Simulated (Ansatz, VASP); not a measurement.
# One calculation of TiO2, two programs

```
CELL_PARAMETERS angstrom
-1.89210 1.89210 4.75730
1.89210 -1.89210 4.75730
1.89210 1.89210 -4.75730
ATOMIC_POSITIONS crystal
Ti 0.00000 0.00000 0.00000
Ti 0.75000 0.25000 0.50000
O 0.20816 0.20816 0.00000
O 0.95816 0.45816 0.50000
O 0.54184 0.04184 0.50000
O 0.79184 0.79184 0.00000
```

Alike in both runs: functional r2SCAN; k mesh 7 × 7 × 7; no spin polarisation.

Ansatz relaxed the structure, and its values are those at the end. VASP's run is a single point on that final structure, the one shown.

|  | VASP | Ansatz |
| --- | --- | --- |
| version | VASP 6.6.1 | Ansatz 0.2.0 |
| potentials or method | VASP PAW PBE potentials, release 64 (Ti_sv, O) | scalar-relativistic, plane waves, PAW |
| plane-wave cutoff (eV) | 520 | 500 |
| occupations | gaussian, width 0.01 eV | fixed |
| valence electrons in the cell | 48 | 48 |

Ansatz gave:

* pressure (GPa): 0.5
* rms of the force components (eV/Å): 0.000

Task: What did VASP give for the same quantities?

Result: Pressure (GPa): 1.7; rms of the force components (eV/Å): 0.013.

VASP's potentials were made for PBE, not for r2SCAN. Ansatz's warnings: stress scf threshold loose.
